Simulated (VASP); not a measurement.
# WC (Fm-3m) in VASP: a series of runs

WC is run at these levels: BLYP, HSE06; tasks: relaxation of cell and atoms, single point.

All numbers are computed with VASP 6.6.1; they aren't measurements. Logs are shortened: lines on timing, memory, paths and dates and some standing lists are left out, and cuts for length are marked.

## Step 1: The cell of the first run

It takes space group Fm-3m (No. 225, cubic). Conventional cell: a = 4.385 Å, b = 4.385 Å, c = 4.385 Å, α = 90.00°, β = 90.00°, γ = 90.00°. W (site symmetry m-3m) has 6 C at 2.19 Å within 2.9 Å. C (site symmetry m-3m) has 6 W at 2.19 Å within 2.9 Å.

## Step 2: Relaxation of cell and atoms, BLYP

The input, INCAR:

```
SYSTEM = WC
AGGAC    = 1.0          
AGGAX    = 1.0          
ALDAC    = 0.0          
ALDAX    = 1.0          
ALGO     = Normal         ! electronic algorithm
EDIFF    = 1E-6           ! SCF threshold, eV
EDIFFG   = -0.01          ! ionic threshold
ENCUT    = 600            ! plane-wave cutoff, eV
GGA      = B5             ! functional
IBRION   = 2              ! ionic algorithm
ISIF     = 3              ! what is computed and relaxed
ISMEAR   = -1             ! smearing method
LASPH    = .True.         ! aspherical terms in the spheres
LCHARG   = .False.        ! write CHGCAR
LREAL    = .False.        ! projectors in reciprocal space
LWAVE    = .False.        ! write WAVECAR
NELM     = 60             ! most SCF steps
NSW      = 60             ! ionic steps
PREC     = Accurate       ! precision mode
SIGMA    = 0.05           ! smearing width, eV
```

The input, KPOINTS:

```
k-points
0
Gamma
  10 10 10
  0 0 0
```

The input, POSCAR:

```
WC
1.0
    0.0000000000      2.1926840000      2.1926840000
    2.1926840000      0.0000000000      2.1926840000
    2.1926840000      2.1926840000      0.0000000000
W C
1 1
Direct
    0.0000000000      0.0000000000      0.0000000000
    0.5000000000      0.5000000000      0.5000000000
```

Potentials or basis: VASP PAW PBE potentials, release 64 (W_sv, C).

Command:

```sh
$ cat potpaw_PBE.64/W_sv/POTCAR potpaw_PBE.64/C/POTCAR > POTCAR
$ mpirun -np 1 vasp_std > vasp.out
```

OUTCAR:

```text
SYSTEM = WC
   EDIFF = 1E-6
   EDIFFG = -0.01
   ENCUT = 600
   GGA = B5
   IBRION = 2
   ISIF = 3
   ISMEAR = -1
   LASPH = .True.
   LREAL = .False.
   NELM = 60
   NSW = 60
   PREC = Accurate

 ion  position               nearest neighbor table
   1  0.000  0.000  0.000-   2 2.19   2 2.19   2 2.19   2 2.19   2 2.19   2 2.19
   2  0.500  0.500  0.500-   1 2.19   1 2.19   1 2.19   1 2.19   1 2.19   1 2.19

  LATTYP: Found a face centered cubic cell.
 ALAT       =     4.3853680000

  Lattice vectors:

 A1 = (   0.0000000000,   2.1926840000,   2.1926840000)
 A2 = (   2.1926840000,   0.0000000000,   2.1926840000)
 A3 = (   2.1926840000,   2.1926840000,   0.0000000000)

Analysis of symmetry for initial positions (statically):
=====================================================================
 Subroutine PRICEL returns:
 Original cell was already a primitive cell.

 Routine SETGRP: Setting up the symmetry group for a
 face centered cubic supercell.

 Subroutine GETGRP returns: Found 48 space group operations
 (whereof 48 operations were pure point group operations)
 out of a pool of 48 trial point group operations.

The static configuration has the point symmetry O_h .

Analysis of symmetry for dynamics (positions and initial velocities):
=====================================================================
 Subroutine PRICEL returns:
 Original cell was already a primitive cell.

 Routine SETGRP: Setting up the symmetry group for a
 face centered cubic supercell.

 Subroutine GETGRP returns: Found 48 space group operations
 (whereof 48 operations were pure point group operations)
 out of a pool of 48 trial point group operations.

The dynamic configuration has the point symmetry O_h .

 Subroutine INISYM returns: Found 48 space group operations
 (whereof 48 operations are pure point group operations),
 and found     1 'primitive' translations

----------------------------------------------------------------------------------------

                                     Primitive cell

  volume of cell :      21.0842

  direct lattice vectors                    reciprocal lattice vectors
     0.000000000  2.192684000  2.192684000    -0.228031034  0.228031034  0.228031034
     2.192684000  0.000000000  2.192684000     0.228031034 -0.228031034  0.228031034
     2.192684000  2.192684000  0.000000000     0.228031034  0.228031034 -0.228031034

  length of vectors
     3.100923451  3.100923451  3.100923451     0.394961337  0.394961337  0.394961337

  position of ions in fractional coordinates (direct lattice)
     0.000000000  0.000000000  0.000000000
     0.500000000  0.500000000  0.500000000

  ion indices of the primitive-cell ions
   primitive index   ion index
                 1           1
                 2           2

----------------------------------------------------------------------------------------

 KPOINTS: k-points

Automatic generation of k-mesh.
 Grid dimensions read from file:
 generate k-points for:   10   10   10

 Generating k-lattice:

  Cartesian coordinates                     Fractional coordinates (reciprocal lattice)
    -0.022803103  0.022803103  0.022803103     0.100000000  0.000000000  0.000000000
     0.022803103 -0.022803103  0.022803103     0.000000000  0.100000000  0.000000000
     0.022803103  0.022803103 -0.022803103     0.000000000  0.000000000  0.100000000

  Length of vectors
     0.039496134  0.039496134  0.039496134

  Shift w.r.t. Gamma in fractional coordinates (k-lattice)
     0.000000000  0.000000000  0.000000000

 Subroutine IBZKPT returns following result:
 ===========================================

 Found     47 irreducible k-points:

 Following reciprocal coordinates:
            Coordinates               Weight
  0.000000  0.000000  0.000000      1.000000
  0.100000  0.000000  0.000000      8.000000
  0.200000  0.000000  0.000000      8.000000
  0.300000  0.000000  0.000000      8.000000
  0.400000  0.000000  0.000000      8.000000
  0.500000  0.000000  0.000000      4.000000
[... 16 lines left out ...]
  0.300000  0.300000  0.000000      6.000000
  0.400000  0.300000  0.000000     24.000000
 [... further k-points ...]
   k-points           NKPTS =     47   k-points in BZ     NKDIM =     47   number of bands    NBANDS=     13
   number of dos      NEDOS =    301   number of ions     NIONS =      2
   total plane-waves  NPLWV =  21952
   dimension x,y,z NGX =    28 NGY =   28 NGZ =   28
   dimension x,y,z NGXF=    56 NGYF=   56 NGZF=   56
   ions per type =               1   1
   NGX,Y,Z   is equivalent  to a cutoff of  15.01, 15.01, 15.01 a.u.
   NGXF,Y,Z  is equivalent  to a cutoff of  30.02, 30.02, 30.02 a.u.
 SYSTEM =  WC
   PREC   = accura    normal or accurate (medium, high low for compatibility)
   ISTART =      0    job   : 0-new  1-cont  2-samecut
   ICHARG =      2    charge: 1-file 2-atom 10-const
   ISPIN  =      1    spin polarized calculation?
   LNONCOLLINEAR =      F non collinear calculations
   LSORBIT =      F    spin-orbit coupling
   LASPH  =      T    aspherical Exc in radial PAW
   ENCUT  =  600.0 eV  44.10 Ry    6.64 a.u.   6.19  6.19  6.19*2*pi/ulx,y,z
   NELM   =     60;   NELMIN=  2; NELMDL= -5     # of ELM steps
   EDIFF  = 0.1E-05   stopping-criterion for ELM
   LREAL  =      F    real-space projection
   EDIFFG = -.1E-01   stopping-criterion for IOM
   NSW    =     60    number of steps for IOM
   IBRION =      2    ionic relax: 0-MD 1-quasi-New 2-CG
   NFREE  =      1    steps in history (QN), initial steepest desc. (CG)
   ISIF   =      3    stress and relaxation
   ISYM   =      2    0-nonsym 1-usesym 2-fastsym
   POTIM  = 0.5000    time-step for ionic-motion
   TEBEG  =    0.0;   TEEND  =   0.0 temperature during run
   PSTRESS=    0.0 pullay stress
   NELECT =      18.0000    total number of electrons
   NUPDOWN=      -1.0000    fix difference up-down
   EMIN   =  10.00;   EMAX   =-10.00  energy-range for DOS
   EFERMI =   0.00;   METHOD = LEGACY
   ISMEAR =    -1;   SIGMA  =   0.05  broadening in eV -4-tet -1-fermi 0-gaus
   EFERMI_NEDOS =   21; number of points for ismear=-14 and -15
   IALGO  =     38    algorithm
   IMIX   =      4    mixing-type and parameters
     AMIX     =   0.40;   BMIX     =  1.00
     AMIX_MAG =   1.60;   BMIX_MAG =  1.00
  volume/ion in A,a.u.               =      10.54        71.14
  Fermi-wavevector in a.u.,A,eV,Ry     =   1.553029  2.934800 32.815887  2.411900
  Thomas-Fermi vector in A             =   2.657319
   LORBIT       =      0    0 simple, 1 ext, 2 COOP (PROOUT), +10 PAW based schemes
   GGA     = B5    functional components
   LHFCALC =     F    Hartree Fock is set to
   AEXX    =    0.0000 exact exchange contribution
   IVDW    =     0    specifies the selected vdW correction
   LEPSILON=     F    determine dielectric tensor
   LRPA    =     F    only Hartree local field effects (RPA)
 conjugate gradient relaxation of ions
 non-spin polarized calculation
  energy-cutoff  :      600.00
  volume of cell :       21.08
 maximum number of plane-waves:       725
 NGX is ok and might be reduce to    28
   NGX = 13   NGY = 13   NGZ = 13

--------------------------------------- Ionic step        1  -------------------------------------------

 number of electron      18.0000001 magnetization

 Free energy of the ion-electron system (eV)
  ---------------------------------------------------
  ext. energy  EPLUGINS =         0.00000000
  ---------------------------------------------------
  free energy    TOTEN  =       -19.13751708 eV

  energy without entropy =      -19.13107547  energy(sigma->0) =      -19.13429627

------------------------ aborting loop because EDIFF is reached ----------------------------------------

  FORCE on cell =-STRESS in cart. coord.  units (eV):
  Direction    XX          YY          ZZ          XY          YZ          ZX
  --------------------------------------------------------------------------------------
  -------------------------------------------------------------------------------------
  Total        1.8060138      1.8060138      1.8060138      0.0000000      0.0000000      0.0000000
  in kB      137.2377243    137.2377243    137.2377243      0.0000000      0.0000000      0.0000000
  external PRESSURE =     137.2377243 kB  Pullay stress =       0.0000000 kB
[... 93 lines left out ...]
  energy  without entropy=      -19.1650967740  energy(sigma->0) =      -19.16844930

--------------------------------------- Ionic step        4  -------------------------------------------

 number of electron      17.9999999 magnetization

 Free energy of the ion-electron system (eV)
  ---------------------------------------------------
  ext. energy  EPLUGINS =         0.00000000
  ---------------------------------------------------
  free energy    TOTEN  =       -19.17183494 eV

  energy without entropy =      -19.16513784  energy(sigma->0) =      -19.16848639

 E-fermi :  12.3359     XC(G=0): -12.7957

 val. band max:       12.2396295716   @ k =   0.3000   0.2000   0.1000
 cond. band min:      12.3859610777   @ k =  -0.3000   0.3000   0.1000
 fundamental gap:      0.1463315060
 Fermi energy:        12.3358688339

 k-point     1 :       0.0000    0.0000    0.0000
  band No.  band energies     occupation
      1     -62.7506      2.00000
      2     -27.0105      2.00000
      3     -27.0105      2.00000
      4     -27.0105      2.00000
      5      -2.9732      2.00000
      6       9.7387      2.00000
      7       9.7387      2.00000
      8       9.7387      2.00000
      9      11.2949      2.00000
     10      11.2949      2.00000
     11      11.2949      2.00000
     12      11.3938      2.00000
     13      11.3938      2.00000
[... 353 lines left out ...]
 k-point    24 :       0.4000    0.3000    0.0000
  band No.  band energies     occupation
      1     -62.7172      2.00000
      2     -27.3824      2.00000
      3     -27.1642      2.00000
      4     -27.1489      2.00000
      5      -0.7008      2.00000
      6       5.6199      2.00000
      7       7.1990      2.00000
      8       8.8222      2.00000
      9       9.6771      2.00000
     10      13.2395      0.00000
     11      14.5103      0.00000
     12      14.8355      0.00000
     13      18.1981      0.00000

 [... further k-points ...]
[... 5 lines left out ...]
  --------------------------------------------------------------------------------------
  -------------------------------------------------------------------------------------
  Total       -0.0059750     -0.0059750     -0.0059750     -0.0000000     -0.0000000     -0.0000000
  in kB       -0.4368037     -0.4368037     -0.4368037     -0.0000000     -0.0000000     -0.0000000
  external PRESSURE =      -0.4368037 kB  Pullay stress =       0.0000000 kB
[... 17 lines left out ...]
  FREE ENERGIE OF THE ION-ELECTRON SYSTEM (eV)
  ---------------------------------------------------
  free  energy   TOTEN  =       -19.1718349396 eV

  energy  without entropy=      -19.1651378395  energy(sigma->0) =      -19.16848639

 reached required accuracy - stopping structural energy minimisation
```

It took 76 s on 1 thread of AMD EPYC 7R13 (Zen 3), shared host; peak memory 0.14 GiB.

Results:

* Free energy: -19.1718 eV
* Relaxed volume: 10.96 Å³/atom
* Relaxed cell: a = 3.141 Å, b = 3.141 Å, c = 3.141 Å, α = 60.00°, β = 60.00°, γ = 60.00°
* Space group after relaxing (to 0.05 Å): Fm-3m (No. 225)
* Energy gained by relaxing: 17.2 meV/atom
* Ionic steps: 4
* Pressure after relaxing: 0.0 GPa

Step by step:
| step | energy change (eV) | largest force (eV/Å) | pressure (GPa) | volume (Å³) |
| --- | --- | --- | --- | --- |
| 1 | 0.0000 | 0.0000 | 13.72 | 21.08 |
| 2 | 0.1317 | 0.0000 | -23.93 | 23.96 |
| 3 | -0.0343 | 0.0000 | -0.38 | 21.94 |
| 4 | -0.0343 | 0.0000 | -0.04 | 21.92 |

Final structure:
```yaml
crystal:
  lattice:
    - [0.00000, 2.22115, 2.22115]
    - [2.22115, 0.00000, 2.22115]
    - [2.22115, 2.22115, 0.00000]
  atoms:
    - { symbol: W, position: [0.00000, 0.00000, 0.00000] }
    - { symbol: C, position: [0.50000, 0.50000, 0.50000] }
```

Caveat: the bands computed are all filled at some k points, so no gap is given; the PAW data sets were made with another functional, which shifts forces and pressure a little; spin-orbit coupling is left out, which moves the levels of the heavy elements.

(Continued in part 2 of 2.)
